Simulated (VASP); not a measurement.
The system is GaSb4.

```xyz
5
Lattice="4.4861 0.0000 0.0000 0.0000 4.4861 0.0000 0.0000 0.0000 7.3443" Properties=species:S:1:pos:R:3 pbc="T T T"
Ga    2.2431    2.2431    0.0000
Sb    0.0000    2.2431    5.1739
Sb    2.2431    0.0000    5.1739
Sb    0.0000    2.2431    2.1705
Sb    2.2431    0.0000    2.1705
```

The cell was generated, and may not be a known phase.

```yaml
Program: VASP 6.6.1
Task: relaxation of cell and atoms
Functional: PBE
Potentials_or_basis: VASP PAW PBE potentials, release 64 (Ga_d, Sb)
Cutoff: 600 eV
k_mesh: 8 × 8 × 6
Occupations: gaussian, width 0.1 eV
Spin: no spin polarisation
```

At the start: pressure 0.3 GPa; volume 29.56 Å³/atom.

Task: How do energy, volume and symmetry change on relaxing?

Result: Over 6 steps the energy falls by 2.4 meV/atom and the volume is 29.91 Å³/atom (+1.2 %); space group P4/mmm (No. 123, to 0.1 Å) before and after.

Step by step:
| step | energy change (eV) | largest force (eV/Å) | pressure (GPa) | volume (Å³) |
| --- | --- | --- | --- | --- |
| 1 | 0.0000 | 0.1136 | 0.31 | 147.81 |
| 2 | -0.0095 | 0.0691 | 0.02 | 149.03 |
| 3 | -0.0118 | 0.0227 | -0.18 | 150.09 |
| 4 | -0.0118 | 0.0261 | -0.17 | 150.02 |
| 5 | -0.0121 | 0.0123 | 0.07 | 149.32 |
| 6 | -0.0122 | 0.0001 | 0.00 | 149.54 |

Final structure:
```
CELL_PARAMETERS angstrom
4.53546 0.00000 0.00000
0.00000 4.53546 0.00000
0.00000 0.00000 7.26954
ATOMIC_POSITIONS crystal
Ga 0.50000 0.50000 0.00000
Sb 0.00000 0.50000 0.70294
Sb 0.50000 0.00000 0.70294
Sb 0.00000 0.50000 0.29706
Sb 0.50000 0.00000 0.29706
```

Caveat: the highest band is partly filled, so the run has too few bands; an odd number of electrons without spin polarisation forces a metal; a magnetic or distorted state may lie lower.
